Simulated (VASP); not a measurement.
Here is a VASP 6.6.1 calculation.

Contents of INCAR:

```
  ALGO = Normal
  EDIFF = 1E-6
  ENCUT = 500
  GGA = CA
  GGA_COMPAT = F
  ISIF = 2
  ISMEAR = -1
  LASPH = T
  LCHARG = T
  LELF = T
  LREAL = F
  LVHAR = T
  LWAVE = F
  NBANDS = 20
  NELM = 120
  PREC = Accurate
  SIGMA = 0.2
```

File KPOINTS:

```
k-points
0
Gamma
  7 7 3
```

Contents of POSCAR:

```
MoS2
1.0
    3.2274650000      0.0000000000      0.0000000000
   -1.6137325000      2.7950666798      0.0000000000
    0.0000000000      0.0000000000      6.3124730000
Mo S
1 2
Direct
    0.0000000000      0.0000000000      0.5000000000
    0.3333333333      0.6666666667      0.2553190000
    0.6666666667      0.3333333333      0.7446810000
```

Potentials or basis: VASP PAW LDA potentials, release 64 (Mo_sv, S).

Launch:

```console
$ cat potpaw_LDA.64/Mo_sv/POTCAR potpaw_LDA.64/S/POTCAR > POTCAR
$ mpirun -np 1 vasp_std > vasp.out
```

Problem. What does it give for the band gap on the k mesh?

Solution. Zero (bands 13 and 14 overlap by 0.62 eV).

Problem. What does it give for the pressure?

Solution. -5.4 GPa.

Problem. Estimate the largest force.

Solution. 0.134 eV/Å.

Forces on the atoms (eV/Å):
```
Mo   0.000  0.000  0.000
S    0.000  0.000  0.134
S    0.000  0.000 -0.134
```

Caveat: the cell stands under tension.
